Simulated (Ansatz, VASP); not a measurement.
**Pd: VASP beside Ansatz**

File POSCAR:

```
Pd
1.0
    2.7484279448      0.0000000000      0.0000000000
   -1.3742139724      2.3802084206      0.0000000000
    0.0000000000      0.0000000000      4.5985089874
Pd
2
Direct
    0.3333333333      0.6666666667      0.2500000000
    0.6666666667      0.3333333333      0.7500000000
```

INCAR.step1

```
ALGO = Normal
EDIFF = 1E-4
ENCUT = 520
GGA = PE
ISMEAR = -1
ISPIN = 2
LASPH = T
LCHARG = F
LMAXMIX = 4
LREAL = F
LWAVE = T
MAGMOM = 0.44 0.44
NBANDS = 21
NELM = 150
PREC = Accurate
SIGMA = 0.05
```

Contents of INCAR.step2:

```
ALGO = Normal
EDIFF = 1E-6
ENCUT = 520
ISIF = 2
ISMEAR = -1
ISPIN = 2
ISTART = 1
LASPH = T
LCHARG = F
LMAXMIX = 4
LMIXTAU = T
LORBIT = 11
LREAL = F
LWAVE = F
MAGMOM = 0.44 0.44
METAGGA = R2SCAN
NBANDS = 21
NELM = 150
PREC = Accurate
SIGMA = 0.05
```

Contents of KPOINTS:

```
k-points
0
Gamma
  15 15 8
```

Input for Ansatz:

```yaml
crystal:
  lattice:
    - [2.7484279448, 0.0, 0.0]
    - [-1.3742139724, 2.3802084206, 0.0]
    - [0.0, 0.0, 4.5985089874]
  atoms:
    - { symbol: Pd, position: [0.3333333333, 0.6666666667, 0.25], spin: 0.44 }
    - { symbol: Pd, position: [0.6666666667, 0.3333333333, 0.75], spin: 0.44 }
hamiltonian:
  xc: r2scan
  pseudopotentials:
    kind: paw
    azcp:
      Pd: "pseudopotentials/Pd.paw.azcp"
basis:
  ecutwfc: 500
  fft_grid_basis: typed
kpoints:
  mp_grid: { grid: [15, 15, 8], shift: [0, 0, 0] }
magnetization:
  spin_polarized: true
scf:
  occupations: { method: fermi_dirac, width: 0.05 }
  lower_state_search: "off"
output:
  stress: true
```

Alike in both runs: task single point; functional r2SCAN; k mesh 15 × 15 × 8; occupations fermi-dirac, width 0.05 eV; collinear spin.

|  | VASP | Ansatz |
| --- | --- | --- |
| version | VASP 6.6.1 | Ansatz 0.2.0 |
| potentials or method | VASP PAW PBE potentials, release 64 (Pd), cutoff 520 eV | plane waves (500 eV) with PAW, scalar-relativistic |
| valence electrons in the cell | 20 | 36 |

|  | VASP | Ansatz | Ansatz less VASP |
| --- | --- | --- | --- |
| pressure (GPa) | 0.5 | -0.1 | -0.65 |
| traceless stress, the component that is largest in VASP (GPa) | -0.32 | -0.24 | +0.079 |
| net moment per atom (μB) | 0.41 | 0.41 | -0.003 |
| size of the moment on the site where the two differ most (μB) | 0.42 | 0.43 | +0.011 |

VASP's potentials were made for PBE, not for r2SCAN. Site moments also hang on the region over which each program counts them. With one functional, cell and mesh, what is left measures potentials, basis and numerics. VASP's potentials hold 20 valence electrons a cell and Ansatz's 36, so a difference there can come from the potentials and not from the codes. Ansatz's warnings: stability check not made.
